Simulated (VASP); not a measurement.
# Sn3S5 (P4/mmm) in VASP: single point with PBE

Aim: the single point of Sn3S5 with PBE.

All numbers are computed with VASP 6.6.1; they aren't measurements. Logs are shortened: lines on timing, memory, paths and dates and some standing lists are left out, and cuts for length are marked.

## (1) The cell of the first run

Symmetry: P4/mmm, No. 123, tetragonal system. The conventional cell has a = 3.845 Å, b = 3.845 Å, c = 13.753 Å, α = 90.00°, β = 90.00°, γ = 90.00°. Within 3.3 Å of Sn (site symmetry 4mm) lie 5 S at 2.47 to 2.78 Å. Sn (site symmetry 4/mmm) has 8 S at 3.10 Å and 4 Sn at 3.85 Å within 4.1 Å. S (site symmetry 4mm) has 1 S at 2.34 Å and 4 Sn at 2.78 Å within 3.1 Å. S (site symmetry 4/mmm) has 2 S at 2.34 Å within 3.1 Å. Within 3.3 Å of S (site symmetry 4mm) lie 5 Sn at 2.47 to 3.10 Å and 1 S at 2.96 Å.

The cell was generated, and may not be a known phase.

## (2) Single point, PBE

Contents of INCAR:

```
SYSTEM = Sn3S5
ALGO = Fast
EDIFF = 1E-6
ENCUT = 520
GGA = PE
ISIF = 2
ISMEAR = 0
LASPH = .True.
LCHARG = .True.
LELF = .True.
LREAL = .False.
LVHAR = .True.
LWAVE = .False.
NBANDS = 46
NELM = 60
PREC = Accurate
SIGMA = 0.1
```

Contents of KPOINTS:

```
k-points
0
Gamma
  8 8 4
  0 0 0
```

Contents of POSCAR:

```
Sn3S5
1.0
    3.8454202028      0.0000000000      0.0000000000
    0.0000000000      3.8454202028      0.0000000000
    0.0000000000      0.0000000000     13.7529917042
Sn S
3 5
Direct
    0.5000000000      0.5000000000      0.2126176612
    0.5000000000      0.5000000000      0.7873823388
    0.0000000000      0.0000000000      0.5000000000
    0.0000000000      0.0000000000      0.1702326243
    0.0000000000      0.0000000000      0.8297673757
    0.0000000000      0.0000000000      0.0000000000
    0.5000000000      0.5000000000      0.3924350336
    0.5000000000      0.5000000000      0.6075649664
```

Potentials or basis: VASP PAW PBE potentials, release 64 (Sn_d, S).

The run is started by

```
> cat potpaw_PBE.64/Sn_d/POTCAR potpaw_PBE.64/S/POTCAR > POTCAR
> mpirun -np 1 vasp_std > vasp.out
```

OUTCAR:

```text
SYSTEM = Sn3S5
   EDIFF = 1E-6
   ENCUT = 520
   GGA = PE
   ISIF = 2
   ISMEAR = 0
   LASPH = .True.
   LREAL = .False.
   NELM = 60
   PREC = Accurate

 ion  position               nearest neighbor table
   1  0.500  0.500  0.213-   7 2.47   4 2.78   4 2.78   4 2.78   4 2.78
   2  0.500  0.500  0.787-   8 2.47   5 2.78   5 2.78   5 2.78   5 2.78
   3  0.000  0.000  0.500-   7 3.10   8 3.10   7 3.10   8 3.10   7 3.10   8 3.10   7 3.10   8 3.10

   4  0.000  0.000  0.170-   6 2.34   1 2.78   1 2.78   1 2.78   1 2.78
   5  0.000  0.000  0.830-   6 2.34   2 2.78   2 2.78   2 2.78   2 2.78
   6  0.000  0.000  0.000-   4 2.34   5 2.34
   7  0.500  0.500  0.392-   1 2.47   3 3.10   3 3.10   3 3.10   3 3.10
   8  0.500  0.500  0.608-   2 2.47   3 3.10   3 3.10   3 3.10   3 3.10

  LATTYP: Found a simple tetragonal cell.
 ALAT       =     3.8454202028
 C/A-ratio  =     3.5764600431

  Lattice vectors:

 A1 = (   3.8454202028,   0.0000000000,   0.0000000000)
 A2 = (   0.0000000000,   3.8454202028,   0.0000000000)
 A3 = (   0.0000000000,   0.0000000000,  13.7529917042)

Analysis of symmetry for initial positions (statically):
=====================================================================
 Subroutine PRICEL returns:
 Original cell was already a primitive cell.

 Routine SETGRP: Setting up the symmetry group for a
 simple tetragonal supercell.

 Subroutine GETGRP returns: Found 16 space group operations
 (whereof 16 operations were pure point group operations)
 out of a pool of 16 trial point group operations.

The static configuration has the point symmetry D_4h.

Analysis of symmetry for dynamics (positions and initial velocities):
=====================================================================
 Subroutine PRICEL returns:
 Original cell was already a primitive cell.

 Routine SETGRP: Setting up the symmetry group for a
 simple tetragonal supercell.

 Subroutine GETGRP returns: Found 16 space group operations
 (whereof 16 operations were pure point group operations)
 out of a pool of 16 trial point group operations.

The dynamic configuration has the point symmetry D_4h.

 Subroutine INISYM returns: Found 16 space group operations
 (whereof 16 operations are pure point group operations),
 and found     1 'primitive' translations

----------------------------------------------------------------------------------------

                                     Primitive cell

  volume of cell :     203.3690

  direct lattice vectors                    reciprocal lattice vectors
     3.845420203  0.000000000  0.000000000     0.260049604  0.000000000  0.000000000
     0.000000000  3.845420203  0.000000000     0.000000000  0.260049604  0.000000000
     0.000000000  0.000000000 13.752991704     0.000000000  0.000000000  0.072711452

  length of vectors
     3.845420203  3.845420203 13.752991704     0.260049604  0.260049604  0.072711452

  position of ions in fractional coordinates (direct lattice)
     0.500000000  0.500000000  0.212617661
     0.500000000  0.500000000  0.787382339
     0.000000000  0.000000000  0.500000000
     0.000000000  0.000000000  0.170232624
     0.000000000  0.000000000  0.829767376
     0.000000000  0.000000000  0.000000000
     0.500000000  0.500000000  0.392435034
     0.500000000  0.500000000  0.607564966

  ion indices of the primitive-cell ions
   primitive index   ion index
                 1           1
                 2           2
                 3           3
                 4           4
                 5           5
                 6           6
                 7           7
                 8           8

----------------------------------------------------------------------------------------

 KPOINTS: k-points

Automatic generation of k-mesh.
 Grid dimensions read from file:
 generate k-points for:    8    8    4

 Generating k-lattice:

  Cartesian coordinates                     Fractional coordinates (reciprocal lattice)
     0.032506200  0.000000000  0.000000000     0.125000000  0.000000000  0.000000000
     0.000000000  0.032506200  0.000000000     0.000000000  0.125000000  0.000000000
     0.000000000  0.000000000  0.018177863     0.000000000  0.000000000  0.250000000

  Length of vectors
     0.032506200  0.032506200  0.018177863

  Shift w.r.t. Gamma in fractional coordinates (k-lattice)
     0.000000000  0.000000000  0.000000000

 Subroutine IBZKPT returns following result:
 ===========================================

 Found     45 irreducible k-points:

 Following reciprocal coordinates:
            Coordinates               Weight
  0.000000  0.000000  0.000000      1.000000
  0.125000  0.000000  0.000000      4.000000
  0.250000  0.000000  0.000000      4.000000
  0.375000  0.000000  0.000000      4.000000
  0.500000  0.000000  0.000000      2.000000
  0.125000  0.125000  0.000000      4.000000
[... 16 lines left out ...]
  0.375000  0.125000  0.250000     16.000000
  0.500000  0.125000  0.250000      8.000000
 [... further k-points ...]
   k-points           NKPTS =     45   k-points in BZ     NKDIM =     45   number of bands    NBANDS=     46
   number of dos      NEDOS =    301   number of ions     NIONS =      8
   total plane-waves  NPLWV =  97200
   dimension x,y,z NGX =    30 NGY =   30 NGZ =  108
   dimension x,y,z NGXF=    60 NGYF=   60 NGZF=  216
   ions per type =               3   5
   NGX,Y,Z   is equivalent  to a cutoff of  12.97, 12.97, 13.06 a.u.
   NGXF,Y,Z  is equivalent  to a cutoff of  25.94, 25.94, 26.11 a.u.
 SYSTEM =  Sn3S5
   PREC   = accura    normal or accurate (medium, high low for compatibility)
   ISTART =      0    job   : 0-new  1-cont  2-samecut
   ICHARG =      2    charge: 1-file 2-atom 10-const
   ISPIN  =      1    spin polarized calculation?
   LNONCOLLINEAR =      F non collinear calculations
   LSORBIT =      F    spin-orbit coupling
   LASPH  =      T    aspherical Exc in radial PAW
   ENCUT  =  520.0 eV  38.22 Ry    6.18 a.u.   7.15  7.15 25.57*2*pi/ulx,y,z
   NELM   =     60;   NELMIN=  2; NELMDL= -5     # of ELM steps
   EDIFF  = 0.1E-05   stopping-criterion for ELM
   LREAL  =      F    real-space projection
   EDIFFG = 0.1E-04   stopping-criterion for IOM
   NSW    =      0    number of steps for IOM
   IBRION =     -1    ionic relax: 0-MD 1-quasi-New 2-CG
   NFREE  =      0    steps in history (QN), initial steepest desc. (CG)
   ISIF   =      2    stress and relaxation
   ISYM   =      2    0-nonsym 1-usesym 2-fastsym
   POTIM  = 0.5000    time-step for ionic-motion
   TEBEG  =    0.0;   TEEND  =   0.0 temperature during run
   PSTRESS=    0.0 pullay stress
   NELECT =      72.0000    total number of electrons
   NUPDOWN=      -1.0000    fix difference up-down
   EMIN   =  10.00;   EMAX   =-10.00  energy-range for DOS
   EFERMI =   0.00;   METHOD = LEGACY
   ISMEAR =     0;   SIGMA  =   0.10  broadening in eV -4-tet -1-fermi 0-gaus
   EFERMI_NEDOS =   21; number of points for ismear=-14 and -15
   IALGO  =     68    algorithm
   IMIX   =      4    mixing-type and parameters
     AMIX     =   0.40;   BMIX     =  1.00
     AMIX_MAG =   1.60;   BMIX_MAG =  1.00
  volume/ion in A,a.u.               =      25.42       171.55
  Fermi-wavevector in a.u.,A,eV,Ry     =   1.158130  2.188549 18.249027  1.341266
  Thomas-Fermi vector in A             =   2.294735
   LORBIT       =      0    0 simple, 1 ext, 2 COOP (PROOUT), +10 PAW based schemes
   GGA     = PE    functional components
   LHFCALC =     F    Hartree Fock is set to
   AEXX    =    0.0000 exact exchange contribution
   IVDW    =     0    specifies the selected vdW correction
   LEPSILON=     F    determine dielectric tensor
   LRPA    =     F    only Hartree local field effects (RPA)
 non-spin polarized calculation
 RMM-DIIS sequential band-by-band and
 Gauss-broadening in eV      SIGMA  =   0.10
  energy-cutoff  :      520.00
  volume of cell :      203.37
 maximum number of plane-waves:      5506
 NGX is ok and might be reduce to    30
   NGX = 15   NGY = 15   NGZ = 51

 number of electron      72.0000005 magnetization

 Free energy of the ion-electron system (eV)
  ---------------------------------------------------
  ext. energy  EPLUGINS =         0.00000000
  ---------------------------------------------------
  free energy    TOTEN  =       -32.75854310 eV

  energy without entropy =      -32.74166721  energy(sigma->0) =      -32.75010516

 E-fermi :   4.7433     XC(G=0):  -9.2771

 val. band max:        4.7388408793   @ k =   0.3750   0.1250   0.5000
 cond. band min:       4.7583076824   @ k =   0.1250   0.0000   0.5000
 fundamental gap:      0.0194668031
 Fermi energy:         4.7433364267

 k-point     1 :       0.0000    0.0000    0.0000
  band No.  band energies     occupation
      1     -16.7565      2.00000
      2     -16.7565      2.00000
      3     -16.7235      2.00000
      4     -16.7235      2.00000
      5     -16.7230      2.00000
      6     -16.7228      2.00000
[... 38 lines left out ...]
     45      10.0749      0.00000
     46      10.3415      0.00000

 k-point     2 :       0.1250    0.0000    0.0000
  band No.  band energies     occupation
      1     -16.7523      2.00000
      2     -16.7523      2.00000
      3     -16.7265      2.00000
      4     -16.7265      2.00000
      5     -16.7197      2.00000
      6     -16.7196      2.00000
[... 38 lines left out ...]
     45       9.9686      0.00000
     46      10.6652      0.00000

 k-point     3 :       0.2500    0.0000    0.0000
  band No.  band energies     occupation
      1     -16.7443      2.00000
      2     -16.7443      2.00000
      3     -16.7337      2.00000
      4     -16.7337      2.00000
      5     -16.7096      2.00000
      6     -16.7096      2.00000
[... 38 lines left out ...]
     45       9.0239      0.00000
     46       9.3513      0.00000

 k-point     4 :       0.3750    0.0000    0.0000
  band No.  band energies     occupation
      1     -16.7409      2.00000
      2     -16.7409      2.00000
      3     -16.7387      2.00000
      4     -16.7387      2.00000
      5     -16.6970      2.00000
      6     -16.6968      2.00000
[... 920 lines left out ...]
     45       9.0853      0.00000
     46       9.6036      0.00000

 k-point    23 :       0.3750    0.1250    0.2500
  band No.  band energies     occupation
      1     -16.7469      2.00000
      2     -16.7469      2.00000
      3     -16.7322      2.00000
      4     -16.7322      2.00000
      5     -16.6965      2.00000
      6     -16.6963      2.00000
[... 38 lines left out ...]
     45       8.8336      0.00000
     46       9.4946      0.00000

 k-point    24 :       0.5000    0.1250    0.2500
  band No.  band energies     occupation
      1     -16.7503      2.00000
      2     -16.7502      2.00000
      3     -16.7304      2.00000
      4     -16.7304      2.00000
      5     -16.6909      2.00000
      6     -16.6907      2.00000
[... 38 lines left out ...]
     45       8.7405      0.00000
     46       9.3624      0.00000

 [... further k-points ...]
[... 5 lines left out ...]
  --------------------------------------------------------------------------------------
  -------------------------------------------------------------------------------------
  Total       -0.0753524     -0.0753524     -0.1152356      0.0000000      0.0000000     -0.0000000
  in kB       -0.5936400     -0.5936400     -0.9078468      0.0000000      0.0000000     -0.0000000
  external PRESSURE =      -0.6983756 kB  Pullay stress =       0.0000000 kB

 VOLUME and BASIS-vectors are now :
 -----------------------------------------------------------------------------
  energy-cutoff  :      520.00
  volume of cell :      203.37
      direct lattice vectors                 reciprocal lattice vectors
     3.845420203  0.000000000  0.000000000     0.260049604  0.000000000  0.000000000
     0.000000000  3.845420203  0.000000000     0.000000000  0.260049604  0.000000000
     0.000000000  0.000000000 13.752991704     0.000000000  0.000000000  0.072711452

 POSITION                                       TOTAL-FORCE (eV/Angst)
 -----------------------------------------------------------------------------------
      1.92271      1.92271      2.92413         0.000000      0.000000      0.010400
      1.92271      1.92271     10.82886        -0.000000      0.000000     -0.010400
      0.00000      0.00000      6.87650        -0.000000     -0.000000     -0.000000
      0.00000      0.00000      2.34121        -0.000000     -0.000000     -0.017878
      0.00000      0.00000     11.41178        -0.000000     -0.000000      0.017878
      0.00000      0.00000      0.00000        -0.000000     -0.000000     -0.000000
      1.92271      1.92271      5.39716        -0.000000     -0.000000     -0.009744
      1.92271      1.92271      8.35584        -0.000000     -0.000000      0.009744
 -----------------------------------------------------------------------------------
    total drift:                                0.000000      0.000000      0.000000

  FREE ENERGIE OF THE ION-ELECTRON SYSTEM (eV)
  ---------------------------------------------------
  free  energy   TOTEN  =       -32.7585430980 eV

  energy  without entropy=      -32.7416672141  energy(sigma->0) =      -32.75010516
```

Wall time 8.3 min (1 thread of Oxide Virtual Turin-like, shared host); peak memory 0.46 GiB.

Results:

| Quantity | Value |
| --- | --- |
| Free energy | -32.7585 eV |
| Pressure | -0.1 GPa |
| Largest force | 0.018 eV/Å |
| Band gap on the k mesh | zero (bands 36 and 37 overlap by 2.14 eV) |

Forces in eV/Å, atoms in the order of the input:
```
Sn   0.000  0.000  0.010
Sn   0.000  0.000 -0.010
Sn   0.000  0.000  0.000
S    0.000  0.000 -0.018
S    0.000  0.000  0.018
S    0.000  0.000  0.000
S    0.000  0.000 -0.010
S    0.000  0.000  0.010
```

Caveat: spin-orbit coupling is left out, which moves the levels of the heavy elements.
